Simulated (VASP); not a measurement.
# BN (F-43m) in VASP: a series of runs

The runs below take BN through single point, relaxation of cell and atoms, with PBE, PBEsol.

All numbers are computed with VASP 6.6.1; they aren't measurements. Logs are shortened: lines on timing, memory, paths and dates and some standing lists are left out, and cuts for length are marked.

## Step 1: The cell of the first run

It takes space group F-43m (No. 216, cubic). Conventional cell: a = 3.626 Å, b = 3.626 Å, c = 3.626 Å, α = 90.00°, β = 90.00°, γ = 90.00°. B (site symmetry -43m) has 4 N at 1.57 Å within 2.1 Å. Within 2.1 Å of N (site symmetry -43m) lie 4 B at 1.57 Å.

## Step 2: Single point, PBE

INCAR

```
SYSTEM = BN
PREC = Accurate ; ENCUT = 520
EDIFF = 1E-7 ; ISMEAR = 0
SIGMA = 0.1 ; LREAL = .FALSE.
LASPH = .TRUE. ; NELM = 60
ALGO = Normal ; ISIF = 2
LWAVE = .FALSE. ; LCHARG = .FALSE.
GGA = PE ; NBANDS = 11
```

KPOINTS

```
regular mesh
0
G
  12 12 12
  0 0 0
```

POSCAR

```
BN
1.0
    0.0000000000      1.8130010000      1.8130010000
    1.8130010000      0.0000000000      1.8130010000
    1.8130010000      1.8130010000      0.0000000000
B N
1 1
Direct
    0.0000000000      0.0000000000      0.0000000000
    0.7500000000      0.7500000000      0.7500000000
```

Potentials or basis: VASP PAW PBE potentials, release 64 (B, N).

Run with:

```console
$ cat potpaw_PBE.64/B/POTCAR potpaw_PBE.64/N/POTCAR > POTCAR
$ mpirun -np 1 vasp_std > vasp.out
```

OUTCAR:

```text
SYSTEM = BN
   PREC = Accurate
   ENCUT = 520
   EDIFF = 1E-7
   ISMEAR = 0
   LREAL = .FALSE.
   LASPH = .TRUE.
   NELM = 60
   ISIF = 2
   GGA = PE

 ion  position               nearest neighbor table
   1  0.000  0.000  0.000-   2 1.57   2 1.57   2 1.57   2 1.57
   2  0.750  0.750  0.750-   1 1.57   1 1.57   1 1.57   1 1.57

  LATTYP: Found a face centered cubic cell.
 ALAT       =     3.6260020000

  Lattice vectors:

 A1 = (   0.0000000000,   1.8130010000,   1.8130010000)
 A2 = (   1.8130010000,   0.0000000000,   1.8130010000)
 A3 = (   1.8130010000,   1.8130010000,   0.0000000000)

Analysis of symmetry for initial positions (statically):
=====================================================================
 Subroutine PRICEL returns:
 Original cell was already a primitive cell.

 Routine SETGRP: Setting up the symmetry group for a
 face centered cubic supercell.

 Subroutine GETGRP returns: Found 24 space group operations
 (whereof 24 operations were pure point group operations)
 out of a pool of 48 trial point group operations.

The static configuration has the point symmetry T_d .

Analysis of symmetry for dynamics (positions and initial velocities):
=====================================================================
 Subroutine PRICEL returns:
 Original cell was already a primitive cell.

 Routine SETGRP: Setting up the symmetry group for a
 face centered cubic supercell.

 Subroutine GETGRP returns: Found 24 space group operations
 (whereof 24 operations were pure point group operations)
 out of a pool of 48 trial point group operations.

The dynamic configuration has the point symmetry T_d .

 Subroutine INISYM returns: Found 24 space group operations
 (whereof 24 operations are pure point group operations),
 and found     1 'primitive' translations

----------------------------------------------------------------------------------------

                                     Primitive cell

  volume of cell :      11.9186

  direct lattice vectors                    reciprocal lattice vectors
     0.000000000  1.813001000  1.813001000    -0.275785838  0.275785838  0.275785838
     1.813001000  0.000000000  1.813001000     0.275785838 -0.275785838  0.275785838
     1.813001000  1.813001000  0.000000000     0.275785838  0.275785838 -0.275785838

  length of vectors
     2.563970603  2.563970603  2.563970603     0.477675083  0.477675083  0.477675083

  position of ions in fractional coordinates (direct lattice)
     0.000000000  0.000000000  0.000000000
     0.750000000  0.750000000  0.750000000

[... 85 lines left out ...]
   TEBEG  =    0.0;   TEEND  =   0.0 temperature during run
   PSTRESS=    0.0 pullay stress
   NELECT =       8.0000    total number of electrons
   NUPDOWN=      -1.0000    fix difference up-down
   EMIN   =  10.00;   EMAX   =-10.00  energy-range for DOS
   EFERMI =   0.00;   METHOD = LEGACY
   ISMEAR =     0;   SIGMA  =   0.10  broadening in eV -4-tet -1-fermi 0-gaus
   EFERMI_NEDOS =   21; number of points for ismear=-14 and -15
   IALGO  =     38    algorithm
   IMIX   =      4    mixing-type and parameters
     AMIX     =   0.40;   BMIX     =  1.00
     AMIX_MAG =   1.60;   BMIX_MAG =  1.00
  volume/ion in A,a.u.               =       5.96        40.22
  Fermi-wavevector in a.u.,A,eV,Ry     =   1.433387  2.708709 27.954506  2.054598
  Thomas-Fermi vector in A             =   2.552911
   LORBIT       =      0    0 simple, 1 ext, 2 COOP (PROOUT), +10 PAW based schemes
   GGA     = PE    functional components
   LHFCALC =     F    Hartree Fock is set to
   AEXX    =    0.0000 exact exchange contribution
   IVDW    =     0    specifies the selected vdW correction
   LEPSILON=     F    determine dielectric tensor
   LRPA    =     F    only Hartree local field effects (RPA)
 non-spin polarized calculation
 Gauss-broadening in eV      SIGMA  =   0.10
  energy-cutoff  :      520.00
  volume of cell :       11.92
 maximum number of plane-waves:       332
   NGX =  9   NGY =  9   NGZ =  9

 number of electron       7.9999999 magnetization

 Free energy of the ion-electron system (eV)
  ---------------------------------------------------
  ext. energy  EPLUGINS =         0.00000000
  ---------------------------------------------------
  free energy    TOTEN  =       -17.45102136 eV

  energy without entropy =      -17.45102136  energy(sigma->0) =      -17.45102136

 E-fermi :   7.7791     XC(G=0): -12.7771

 val. band max:        7.2910605274   @ k =   0.0000   0.0000   0.0000
 cond. band min:      11.7407113121   @ k =   0.5000   0.5000   0.0000
 fundamental gap:      4.4496507847
 Fermi energy:         7.7791260557

 k-point     1 :       0.0000    0.0000    0.0000
  band No.  band energies     occupation
      1     -12.8363      2.00000
      2       7.2911      2.00000
      3       7.2911      2.00000
      4       7.2911      2.00000
      5      16.0675      0.00000
      6      16.0675      0.00000
      7      16.0675      0.00000
      8      17.4925      0.00000
      9      31.8724      0.00000
     10      34.9486      0.00000
     11      34.9486      0.00000
[... 309 lines left out ...]
 k-point    24 :      -0.4167    0.1667    0.0000
  band No.  band energies     occupation
      1      -8.3021      2.00000
      2      -2.6279      2.00000
      3       3.1986      2.00000
      4       4.7476      2.00000
      5      16.5580      0.00000
      6      19.3841      0.00000
      7      19.4655      0.00000
      8      22.8632      0.00000
      9      28.2329      0.00000
     10      32.5295      0.00000
     11      33.7892      0.00000

 [... further k-points ...]

------------------------ aborting loop because EDIFF is reached ----------------------------------------

  FORCE on cell =-STRESS in cart. coord.  units (eV):
  Direction    XX          YY          ZZ          XY          YZ          ZX
  --------------------------------------------------------------------------------------
  -------------------------------------------------------------------------------------
  Total       -0.0125740     -0.0125740     -0.0125740      0.0000000      0.0000000      0.0000000
  in kB       -1.6902832     -1.6902832     -1.6902832      0.0000000      0.0000000      0.0000000
  external PRESSURE =      -1.6902832 kB  Pullay stress =       0.0000000 kB

 VOLUME and BASIS-vectors are now :
 -----------------------------------------------------------------------------
  energy-cutoff  :      520.00
  volume of cell :       11.92
      direct lattice vectors                 reciprocal lattice vectors
     0.000000000  1.813001000  1.813001000    -0.275785838  0.275785838  0.275785838
     1.813001000  0.000000000  1.813001000     0.275785838 -0.275785838  0.275785838
     1.813001000  1.813001000  0.000000000     0.275785838  0.275785838 -0.275785838

 POSITION                                       TOTAL-FORCE (eV/Angst)
 -----------------------------------------------------------------------------------
      0.00000      0.00000      0.00000         0.000000      0.000000      0.000000
      2.71950      2.71950      2.71950        -0.000000     -0.000000     -0.000000
 -----------------------------------------------------------------------------------
    total drift:                               -0.000000     -0.000000     -0.000000

  FREE ENERGIE OF THE ION-ELECTRON SYSTEM (eV)
  ---------------------------------------------------
  free  energy   TOTEN  =       -17.4510213563 eV

  energy  without entropy=      -17.4510213563  energy(sigma->0) =      -17.45102136
```

OSZICAR:

```text
N       E                     dE             d eps       ncg     rms          rms(c)
DAV:   1     0.101232767747E+02    0.10123E+02   -0.50334E+03  1624   0.727E+02
DAV:   2    -0.179060532672E+02   -0.28029E+02   -0.27370E+02  1915   0.164E+02
DAV:   3    -0.184015444682E+02   -0.49549E+00   -0.49480E+00  1857   0.187E+01
DAV:   4    -0.184021040510E+02   -0.55958E-03   -0.55958E-03  1713   0.707E-01
DAV:   5    -0.184021045821E+02   -0.53113E-06   -0.53114E-06  1830   0.213E-02    0.665E+00
DAV:   6    -0.175339022016E+02    0.86820E+00   -0.29499E+00  1665   0.987E+00    0.324E+00
DAV:   7    -0.174647985897E+02    0.69104E-01   -0.10003E-01  1773   0.262E+00    0.191E+00
DAV:   8    -0.174507573329E+02    0.14041E-01   -0.35169E-02  1754   0.136E+00    0.188E-01
DAV:   9    -0.174509275928E+02   -0.17026E-03   -0.98091E-04  1680   0.258E-01    0.827E-02
DAV:  10    -0.174510159775E+02   -0.88385E-04   -0.12347E-04  1736   0.948E-02    0.150E-02
DAV:  11    -0.174510213368E+02   -0.53593E-05   -0.95143E-06  1788   0.252E-02    0.106E-02
DAV:  12    -0.174510213616E+02   -0.24823E-07   -0.16395E-06  1773   0.871E-03    0.626E-04
DAV:  13    -0.174510213563E+02    0.53297E-08   -0.22956E-08   855   0.149E-03
   1 F= -.17451021E+02 E0= -.17451021E+02  d E =-.442329E-14
```

stdout:

```text
POSCAR found type information on POSCAR B N
 POSCAR found :  2 types and       2 ions
 scaLAPACK will be used
 LDA part: xc-table for (Slater+PW92), standard interpolation
 POSCAR, INCAR and KPOINTS ok, starting setup
 FFT: planning ... GRIDC
 FFT: planning ... GRID_SOFT
 FFT: planning ... GRID
 WAVECAR not read
 entering main loop
```

It took 17 s on 1 thread of AMD EPYC 7R13, shared host; peak memory 0.09 GiB.

What came out:

```
Free energy            : -17.4510 eV
Pressure               : -0.2 GPa
Band gap on the k mesh : 4.45 eV, indirect (least direct gap 8.78 eV)
```

## Step 3: Single point, PBE

INCAR

```
SYSTEM = BN
ALGO = Normal ; EDIFF = 1E-7
ENCUT = 520 ; GGA = PE
ISIF = 2 ; ISMEAR = -1
LASPH = .TRUE. ; LCHARG = .FALSE.
LREAL = .FALSE. ; LWAVE = .FALSE.
NBANDS = 11 ; NELM = 80
PREC = Accurate ; SIGMA = 0.08617333262145177
```

KPOINTS

```
k-points
0
G
  12 12 12
  0 0 0
```

POSCAR is that of step 2.

Potentials or basis: VASP PAW PBE potentials, release 64 (B, N).

Run with:

```console
$ cat potpaw_PBE.64/B/POTCAR potpaw_PBE.64/N/POTCAR > POTCAR
$ mpirun -np 1 vasp_std > vasp.out
```

Wall time 16 s (1 thread of AMD EPYC 7R13, shared host); peak memory 0.09 GiB.

The run converged. Its results:

| Property | Result |
| --- | --- |
| Free energy | -17.4510 eV |
| Pressure | -0.2 GPa |
| Band gap on the k mesh | 4.45 eV, indirect (least direct gap 8.78 eV) |

Levels at points of the mesh, in eV from the valence-band top:
```csv
k point,band 1,band 2,band 3,band 4,band 5,band 6,band 7,band 8
"(0.00, 0.00, 0.00)",-20.13,0.00,0.00,0.00,8.78,8.78,8.78,10.20
"(0.50, 0.00, 0.00)",-15.95,-10.61,-1.92,-1.92,10.03,10.66,10.66,15.16
"(0.50, 0.50, 0.00)",-14.60,-8.86,-4.86,-4.86,4.45,9.18,17.78,17.78
```

## Step 4: Relaxation of cell and atoms, PBE, target pressure 5 GPa, at which the enthalpy is minimised

INCAR

```
  ALGO = Normal
  EDIFF = 1E-7
  EDIFFG = -0.03
  ENCUT = 600
  GGA = PE
  GGA_COMPAT = F
  IBRION = 2
  ISIF = 3
  ISMEAR = -4
  LASPH = T
  LCHARG = F
  LREAL = F
  LWAVE = F
  NELM = 120
  NELMIN = 4
  NSW = 50
  PREC = Accurate
  PSTRESS = 50.0
  SIGMA = 0.1
```

KPOINTS

```
k-points
0
Gamma
  5 5 5
```

POSCAR

```
BN
1.0
    0.0000000000      1.8130010000      1.8130010000
    1.8130010000      0.0000000000      1.8130010000
    1.8130010000      1.8130010000      0.0000000000
B N
1 1
Direct
    0.3720000000      0.0030000000      0.1070000000
    1.1220000000      0.7530000000      0.8570000000
```

Run with:

```console
$ cat potpaw_PBE.64/B/POTCAR potpaw_PBE.64/N/POTCAR > POTCAR
$ mpirun -np 1 vasp_std > vasp.out
```

Wall time 6.4 s (1 thread of Intel Xeon 8259CL, shared host); peak memory 0.12 GiB.

It converged, with:

| Property | Result |
| --- | --- |
| Free energy | -17.4358 eV |
| Relaxed volume | 5.88 Å³/atom |
| Relaxed cell | a = 2.552 Å, b = 2.552 Å, c = 2.552 Å, α = 60.00°, β = 60.00°, γ = 60.00° |
| Space group after relaxing (to 0.05 Å) | F-43m (No. 216) |
| Energy change on relaxing (the enthalpy is what falls) | +1.2 meV/atom |
| Ionic steps | 3 |
| Pressure after relaxing | 5.0 GPa |
| Band gap on the k mesh | 4.95 eV, indirect (least direct gap 8.83 eV) |

Step by step:
```csv
step,energy change (eV),largest force (eV/Å),pressure (GPa),volume (Å³)
1,0.0000,0.0000,-0.30,11.92
2,0.0109,0.0000,10.95,11.58
3,0.0024,0.0000,4.99,11.75
```

Final structure:
```cif
data_structure
_symmetry_space_group_name_H-M 'P 1'
_symmetry_Int_Tables_number 1
_cell_length_a 2.5522
_cell_length_b 2.5522
_cell_length_c 2.5522
_cell_angle_alpha 60.000
_cell_angle_beta 60.000
_cell_angle_gamma 60.000
_cell_volume 11.75
loop_
_atom_site_label
_atom_site_type_symbol
_atom_site_fract_x
_atom_site_fract_y
_atom_site_fract_z
_atom_site_occupancy
B1 B 0.37200 0.00300 0.10700 1
N1 N 0.12200 0.75300 0.85700 1
```

Levels at points of the mesh, in eV from the valence-band top:
```csv
k point,band 1,band 2,band 3,band 4,band 5,band 6,band 7,band 8
"(0.00, 0.00, 0.00)",-20.29,0.00,0.00,0.00,8.83,8.83,8.83,10.43
```

Caveat: the k points lie up to 0.60 Å⁻¹ apart in the final cell; the cell is relaxed towards a set pressure, so the enthalpy falls and the energy may rise. A hybrid or GW would open this gap; PBE tends to underestimate it.

## Step 5: Single point, PBEsol

INCAR

```
SYSTEM = BN
ALGO = Normal
EDIFF = 1E-6
ENCUT = 600
GGA = PS
GGA_COMPAT = .FALSE.
ISIF = 2
ISMEAR = -1
LASPH = .TRUE.
LCHARG = .FALSE.
LREAL = .FALSE.
LWAVE = .FALSE.
NBANDS = 11
NELM = 120
PREC = Accurate
SIGMA = 0.2585199978643553
```

KPOINTS

```
k-points
0
G
  12 12 12
  0 0 0
```

POSCAR

```
BN
1.0
    0.0000000000      1.8130010000      1.8130010000
    1.8130010000      0.0000000000      1.8130010000
    1.8130010000      1.8130010000      0.0000000000
B N
1 1
Direct
    0.0000000000      0.0000000000      0.0000000000
    0.7500000000      0.7500000000      0.7500000000
```

Run with:

```console
$ cat potpaw_PBE.64/B/POTCAR potpaw_PBE.64/N/POTCAR > POTCAR
$ mpirun -np 1 vasp_std > vasp.out
```

It took 12 s on 1 thread of Intel Xeon 8259CL, shared host; peak memory 0.13 GiB.

It converged, with:

```yaml
Free_energy: -18.3478 eV
Pressure: -6.0 GPa
Band_gap_on_the_k_mesh: 4.27 eV, indirect (least direct gap 8.72 eV)
```

Levels at points of the mesh, in eV from the valence-band top:
| k point | band 2 | band 3 | band 4 | band 5 | band 6 | band 7 |
| --- | --- | --- | --- | --- | --- | --- |
| (0.00, 0.00, 0.00) | 0.00 | 0.00 | 0.00 | 8.72 | 8.72 | 8.72 |
| (0.50, 0.00, 0.00) | -10.70 | -1.93 | -1.93 | 9.98 | 10.57 | 10.57 |
| (0.50, 0.50, 0.00) | -8.91 | -4.89 | -4.89 | 4.27 | 9.04 | 17.74 |

Caveat: the PAW data sets were made with another functional, which shifts forces and pressure a little. PBEsol gaps usually lie below the measured ones, often by a third to a half.

## Step 6: Single point, PBE

INCAR

```
ALGO = Normal
EDIFF = 1E-6
ENCUT = 600
GGA = PE
GGA_COMPAT = F
ISIF = 2
ISMEAR = 0
LASPH = T
LCHARG = T
LELF = T
LREAL = F
LVHAR = T
LWAVE = F
NBANDS = 11
NELM = 120
PREC = Accurate
SIGMA = 0.1
```

KPOINTS

```
k-points
0
Gamma
  12 12 12
```

POSCAR is that of step 5.

Potentials or basis: VASP PAW PBE potentials, release 64 (B, N).

Run with:

```console
$ cat potpaw_PBE.64/B/POTCAR potpaw_PBE.64/N/POTCAR > POTCAR
$ mpirun -np 1 vasp_std > vasp.out
```

It took 11 s on 1 thread of Intel Xeon 8259CL, shared host; peak memory 0.12 GiB.

It converged, with:

- Free energy: -17.4546 eV
- Pressure: -0.4 GPa
- Band gap on the k mesh: 4.45 eV, indirect (least direct gap 8.78 eV)

Levels at points of the mesh, in eV from the valence-band top:
```csv
k point,band 1,band 2,band 3,band 4,band 5,band 6,band 7,band 8
"(0.00, 0.00, 0.00)",-20.13,0.00,0.00,0.00,8.78,8.78,8.78,10.20
"(0.50, 0.00, 0.00)",-15.95,-10.61,-1.92,-1.92,10.03,10.66,10.66,15.16
"(0.50, 0.50, 0.00)",-14.60,-8.86,-4.86,-4.86,4.45,9.18,17.78,17.78
```

A k mesh can miss the band edges.

## Step 7: The runs side by side

```tsv
task	level	cell	k mesh	cutoff (eV)	smearing	gap on the mesh (eV)	pressure (GPa)
single point	PBE	as given	12 × 12 × 12	520	gaussian 0.1 eV	4.45	-0.2
single point	PBE	as given	12 × 12 × 12	520	fermi-dirac 0.0861733 eV	4.45	-0.2
relaxation of cell and atoms	PBE	relaxed to 5 GPa	5 × 5 × 5	600	tetrahedron	4.95	5.0
single point	PBEsol	as given	12 × 12 × 12	600	fermi-dirac 0.25852 eV	4.27	-6.0
single point	PBE	as given	12 × 12 × 12	600	gaussian 0.1 eV	4.45	-0.4
```

Alike in all rows: potentials or basis VASP PAW PBE potentials, release 64 (B, N); no spin polarisation.

Caveats: some runs use coarse meshes; the cell is relaxed towards a set pressure, so the enthalpy falls and the energy may rise (some runs); the PAW data sets were made with another functional, which shifts forces and pressure a little (some runs).

Total energies depend on the potentials used, so only differences within one code and one set of settings carry meaning.
